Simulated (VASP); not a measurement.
# CaSe (Pm-3m) in VASP: notebook

The runs below take CaSe through single point, with PBE, LDA.

Everything below comes from runs of VASP 6.6.1. Logs are shortened: lines on timing, memory, paths and dates and some standing lists are left out, and cuts for length are marked.

### Step 1. The cell of the first run

Symmetry: Pm-3m, No. 221, cubic system. Conventional cell: a = 3.635 Å, b = 3.635 Å, c = 3.635 Å, α = 90.00°, β = 90.00°, γ = 90.00°. Ca (site symmetry m-3m) has 8 Se at 3.15 Å and 6 Ca at 3.63 Å within 4.1 Å. Se (site symmetry m-3m) has 8 Ca at 3.15 Å and 6 Se at 3.63 Å within 4.1 Å.

### Step 2. Single point, PBE

INCAR

```
SYSTEM = CaSe
PREC     = Accurate       ! precision mode
ENCUT    = 520            ! plane-wave cutoff, eV
EDIFF    = 1E-6           ! SCF threshold, eV
ISMEAR   = 0              ! smearing method
SIGMA    = 0.01           ! smearing width, eV
LREAL    = .False.        ! projectors in reciprocal space
LASPH    = .True.         ! aspherical terms in the spheres
NELM     = 80             ! most SCF steps
ALGO     = Normal         ! electronic algorithm
ISIF     = 2              ! what is computed and relaxed
LWAVE    = .False.        ! write WAVECAR
LCHARG   = .False.        ! write CHGCAR
GGA      = PE             ! functional
NBANDS   = 15             ! bands
```

KPOINTS

```
regular mesh
0
Gamma
  6 6 6
  0 0 0
```

POSCAR

```
CaSe
1.0
    3.6347849234      0.0000000000      0.0000000000
    0.0000000000      3.6347849234      0.0000000000
    0.0000000000      0.0000000000      3.6347849234
Ca Se
1 1
Direct
    0.0000000000      0.0000000000      0.0000000000
    0.5000000000      0.5000000000      0.5000000000
```

Potentials or basis: VASP PAW PBE potentials, release 64 (Ca_sv, Se).

Launch:

```sh
> cat potpaw_PBE.64/Ca_sv/POTCAR potpaw_PBE.64/Se/POTCAR > POTCAR
> mpirun -np 1 vasp_std > vasp.out
```

OUTCAR:

```text
SYSTEM = CaSe
   PREC = Accurate
   ENCUT = 520
   EDIFF = 1E-6
   ISMEAR = 0
   LREAL = .False.
   LASPH = .True.
   NELM = 80
   ISIF = 2
   GGA = PE

 ion  position               nearest neighbor table
   1  0.000  0.000  0.000-
   2  0.500  0.500  0.500-

  LATTYP: Found a simple cubic cell.
 ALAT       =     3.6347849234

  Lattice vectors:

 A1 = (   3.6347849234,   0.0000000000,   0.0000000000)
 A2 = (   0.0000000000,   3.6347849234,   0.0000000000)
 A3 = (   0.0000000000,   0.0000000000,   3.6347849234)

Analysis of symmetry for initial positions (statically):
=====================================================================
 Subroutine PRICEL returns:
 Original cell was already a primitive cell.

 Routine SETGRP: Setting up the symmetry group for a
 simple cubic supercell.

 Subroutine GETGRP returns: Found 48 space group operations
 (whereof 48 operations were pure point group operations)
 out of a pool of 48 trial point group operations.

The static configuration has the point symmetry O_h .

Analysis of symmetry for dynamics (positions and initial velocities):
=====================================================================
 Subroutine PRICEL returns:
 Original cell was already a primitive cell.

 Routine SETGRP: Setting up the symmetry group for a
 simple cubic supercell.

 Subroutine GETGRP returns: Found 48 space group operations
 (whereof 48 operations were pure point group operations)
 out of a pool of 48 trial point group operations.

The dynamic configuration has the point symmetry O_h .

 Subroutine INISYM returns: Found 48 space group operations
 (whereof 48 operations are pure point group operations),
 and found     1 'primitive' translations

----------------------------------------------------------------------------------------

                                     Primitive cell

  volume of cell :      48.0215

  direct lattice vectors                    reciprocal lattice vectors
     3.634784923  0.000000000  0.000000000     0.275119442  0.000000000  0.000000000
     0.000000000  3.634784923  0.000000000     0.000000000  0.275119442  0.000000000
     0.000000000  0.000000000  3.634784923     0.000000000  0.000000000  0.275119442

  length of vectors
     3.634784923  3.634784923  3.634784923     0.275119442  0.275119442  0.275119442

  position of ions in fractional coordinates (direct lattice)
     0.000000000  0.000000000  0.000000000
     0.500000000  0.500000000  0.500000000

[... 80 lines left out ...]
   TEBEG  =    0.0;   TEEND  =   0.0 temperature during run
   PSTRESS=    0.0 pullay stress
   NELECT =      16.0000    total number of electrons
   NUPDOWN=      -1.0000    fix difference up-down
   EMIN   =  10.00;   EMAX   =-10.00  energy-range for DOS
   EFERMI =   0.00;   METHOD = LEGACY
   ISMEAR =     0;   SIGMA  =   0.01  broadening in eV -4-tet -1-fermi 0-gaus
   EFERMI_NEDOS =   21; number of points for ismear=-14 and -15
   IALGO  =     38    algorithm
   IMIX   =      4    mixing-type and parameters
     AMIX     =   0.40;   BMIX     =  1.00
     AMIX_MAG =   1.60;   BMIX_MAG =  1.00
  volume/ion in A,a.u.               =      24.01       162.03
  Fermi-wavevector in a.u.,A,eV,Ry     =   1.134931  2.144709 17.525233  1.288068
  Thomas-Fermi vector in A             =   2.271635
   LORBIT       =      0    0 simple, 1 ext, 2 COOP (PROOUT), +10 PAW based schemes
   GGA     = PE    functional components
   LHFCALC =     F    Hartree Fock is set to
   AEXX    =    0.0000 exact exchange contribution
   IVDW    =     0    specifies the selected vdW correction
   LEPSILON=     F    determine dielectric tensor
   LRPA    =     F    only Hartree local field effects (RPA)
 non-spin polarized calculation
 Gauss-broadening in eV      SIGMA  =   0.01
  energy-cutoff  :      520.00
  volume of cell :       48.02
 maximum number of plane-waves:      1328
 NGX is ok and might be reduce to    28
   NGX = 13   NGY = 13   NGZ = 13

 number of electron      16.0000007 magnetization

 Free energy of the ion-electron system (eV)
  ---------------------------------------------------
  ext. energy  EPLUGINS =         0.00000000
  ---------------------------------------------------
  free energy    TOTEN  =        -8.79343299 eV

  energy without entropy =       -8.79343299  energy(sigma->0) =       -8.79343299

 E-fermi :   4.3390     XC(G=0):  -9.5811

 val. band max:        4.2536760918   @ k =   0.5000   0.5000   0.0000
 cond. band min:       5.0113674887   @ k =   0.5000   0.5000   0.0000
 fundamental gap:      0.7576913969
 Fermi energy:         4.3390302516

 k-point     1 :       0.0000    0.0000    0.0000
  band No.  band energies     occupation
      1     -37.0725      2.00000
      2     -18.0102      2.00000
      3     -18.0102      2.00000
      4     -18.0102      2.00000
      5      -8.7832      2.00000
      6       3.3873      2.00000
      7       3.3873      2.00000
      8       3.3873      2.00000
      9       5.3331      0.00000
     10       5.3331      0.00000
     11       6.3372      0.00000
     12       8.6273      0.00000
     13       8.6273      0.00000
     14       8.6273      0.00000
[... 329 lines left out ...]
      2     -18.1271      2.00000
      3     -18.1271      2.00000
      4     -18.1271      2.00000
      5      -7.1699      2.00000
      6       0.5541      2.00000
      7       0.5541      2.00000
      8       0.5541      2.00000
      9       8.1025      0.00000
     10       8.1025      0.00000
     11       8.1025      0.00000
     12       9.6761      0.00000
     13       9.6761      0.00000
     14      10.0305      0.00000
     15      10.0305      0.00000

------------------------ aborting loop because EDIFF is reached ----------------------------------------

  FORCE on cell =-STRESS in cart. coord.  units (eV):
  Direction    XX          YY          ZZ          XY          YZ          ZX
  --------------------------------------------------------------------------------------
  -------------------------------------------------------------------------------------
  Total        0.2585219      0.2585219      0.2585219     -0.0000000      0.0000000     -0.0000000
  in kB        8.6252514      8.6252514      8.6252514     -0.0000000      0.0000000     -0.0000000
  external PRESSURE =       8.6252514 kB  Pullay stress =       0.0000000 kB

 VOLUME and BASIS-vectors are now :
 -----------------------------------------------------------------------------
  energy-cutoff  :      520.00
  volume of cell :       48.02
      direct lattice vectors                 reciprocal lattice vectors
     3.634784923  0.000000000  0.000000000     0.275119442  0.000000000  0.000000000
     0.000000000  3.634784923  0.000000000     0.000000000  0.275119442  0.000000000
     0.000000000  0.000000000  3.634784923     0.000000000  0.000000000  0.275119442

 POSITION                                       TOTAL-FORCE (eV/Angst)
 -----------------------------------------------------------------------------------
      0.00000      0.00000      0.00000         0.000000      0.000000      0.000000
      1.81739      1.81739      1.81739         0.000000      0.000000      0.000000
 -----------------------------------------------------------------------------------
    total drift:                               -0.000000      0.000000      0.000000

  FREE ENERGIE OF THE ION-ELECTRON SYSTEM (eV)
  ---------------------------------------------------
  free  energy   TOTEN  =        -8.7934329905 eV

  energy  without entropy=       -8.7934329905  energy(sigma->0) =       -8.79343299
```

stdout:

```text
POSCAR found type information on POSCAR CaSe
 POSCAR found :  2 types and       2 ions
 scaLAPACK will be used
 LDA part: xc-table for (Slater+PW92), standard interpolation
 POSCAR, INCAR and KPOINTS ok, starting setup
 FFT: planning ... GRIDC
 FFT: planning ... GRID_SOFT
 FFT: planning ... GRID
 WAVECAR not read
 entering main loop
```

Run time: 7.6 s. Hardware: 1 thread of AMD EPYC 9R45 (Zen 5), shared host; peak memory 0.13 GiB.

Results:

* Free energy: -8.7934 eV
* Pressure: 0.9 GPa
* Band gap on the k mesh: 0.76 eV, direct

### Step 3. Single point, PBE

INCAR

```
PREC = Accurate
ENCUT = 520
EDIFF = 1E-7
ISMEAR = 0
SIGMA = 0.01
LREAL = F
LASPH = T
NELM = 100
ALGO = Normal
ISIF = 2
LWAVE = F
LCHARG = F
GGA = PE
NBANDS = 15
```

KPOINTS

```
regular mesh
0
Gamma
  6 6 6
```

POSCAR is that of step 2.

Potentials or basis: VASP PAW PBE potentials, release 64 (Ca_sv, Se).

Launch:

```sh
> cat potpaw_PBE.64/Ca_sv/POTCAR potpaw_PBE.64/Se/POTCAR > POTCAR
> mpirun -np 1 vasp_std > vasp.out
```

Run time: 8.3 s. Hardware: 1 thread of AMD EPYC 9R45 (Zen 5), shared host; peak memory 0.13 GiB.

It converged, with:

```
Free energy            : -8.7934 eV
Pressure               : 0.9 GPa
Band gap on the k mesh : 0.76 eV, direct
```

Levels at points of the mesh, in eV from the valence-band top:
```tsv
k point	band 6	band 7	band 8	band 9	band 10	band 11
(0.00, 0.00, 0.00)	-0.87	-0.87	-0.87	1.08	1.08	2.08
(0.50, 0.00, 0.00)	-4.92	-1.05	-1.05	2.01	4.62	4.63
(0.50, 0.50, 0.00)	-3.56	-3.56	0.00	0.76	2.93	3.17
(0.50, 0.50, 0.50)	-3.70	-3.70	-3.70	3.85	3.85	3.85
```

A k mesh can miss the band edges. A hybrid or GW would open this gap; PBE tends to underestimate it.

### Step 4. Single point, LDA

INCAR

```
PREC = Accurate
ENCUT = 520
EDIFF = 1E-7
ISMEAR = 0
SIGMA = 0.01
LREAL = F
LASPH = T
NELM = 80
ALGO = Normal
ISIF = 2
LWAVE = F
LCHARG = T
GGA = CA
LELF = T
LVHAR = T
NBANDS = 15
```

KPOINTS

```
Automatic mesh
0
Gamma
  6 6 6
```

POSCAR is that of step 3.

Potentials or basis: VASP PAW LDA potentials, release 64 (Ca_sv, Se).

Launch:

```sh
> cat potpaw_LDA.64/Ca_sv/POTCAR potpaw_LDA.64/Se/POTCAR > POTCAR
> mpirun -np 1 vasp_std > vasp.out
```

OUTCAR:

```text
PREC = Accurate
   ENCUT = 520
   EDIFF = 1E-7
   ISMEAR = 0
   LREAL = F
   LASPH = T
   NELM = 80
   ISIF = 2
   GGA = CA

 ion  position               nearest neighbor table
   1  0.000  0.000  0.000-
   2  0.500  0.500  0.500-

  LATTYP: Found a simple cubic cell.
 ALAT       =     3.6347849234

  Lattice vectors:

 A1 = (   3.6347849234,   0.0000000000,   0.0000000000)
[... 537 lines left out ...]
     14       9.8650      0.00000
     15       9.8650      0.00000

------------------------ aborting loop because EDIFF is reached ----------------------------------------

  FORCE on cell =-STRESS in cart. coord.  units (eV):
  Direction    XX          YY          ZZ          XY          YZ          ZX
  --------------------------------------------------------------------------------------
  -------------------------------------------------------------------------------------
  Total       -1.0835022     -1.0835022     -1.0835022      0.0000000      0.0000000     -0.0000000
  in kB      -36.1496600    -36.1496600    -36.1496600      0.0000000      0.0000000     -0.0000000
  external PRESSURE =     -36.1496600 kB  Pullay stress =       0.0000000 kB

 VOLUME and BASIS-vectors are now :
 -----------------------------------------------------------------------------
  energy-cutoff  :      520.00
  volume of cell :       48.02
      direct lattice vectors                 reciprocal lattice vectors
     3.634784923  0.000000000  0.000000000     0.275119442  0.000000000  0.000000000
     0.000000000  3.634784923  0.000000000     0.000000000  0.275119442  0.000000000
     0.000000000  0.000000000  3.634784923     0.000000000  0.000000000  0.275119442

 POSITION                                       TOTAL-FORCE (eV/Angst)
 -----------------------------------------------------------------------------------
      0.00000      0.00000      0.00000         0.000000      0.000000      0.000000
      1.81739      1.81739      1.81739         0.000000      0.000000      0.000000
 -----------------------------------------------------------------------------------
    total drift:                               -0.000000      0.000000      0.000000

  FREE ENERGIE OF THE ION-ELECTRON SYSTEM (eV)
  ---------------------------------------------------
  free  energy   TOTEN  =        -9.8959458256 eV

  energy  without entropy=       -9.8959458256  energy(sigma->0) =       -9.89594583
```

Run time: 7.6 s. Hardware: 1 thread of AMD EPYC 9R45 (Zen 5), shared host; peak memory 0.11 GiB.

What came out:

```
Free energy            : -9.8959 eV
Pressure               : -3.6 GPa
Band gap on the k mesh : 0.60 eV, direct
```

Levels at points of the mesh, in eV from the valence-band top:
```
           k point  band 4  band 5  band 6  band 7  band 8  band 9  band 10  band 11  band 12  band 13
(0.00, 0.00, 0.00)  -22.06  -13.06   -0.87   -0.87   -0.87    0.93     0.93     1.86     4.28     4.28
(0.50, 0.00, 0.00)  -22.04  -12.32   -4.96   -1.07   -1.07    1.84     4.48     4.53     4.69     5.22
(0.50, 0.50, 0.00)  -22.02  -12.02   -3.57   -3.57    0.00    0.60     2.81     3.06     3.06     5.27
(0.50, 0.50, 0.50)  -22.18  -11.46   -3.73   -3.73   -3.73    3.74     3.74     3.74     5.34     5.34
```

A k mesh can miss the band edges.
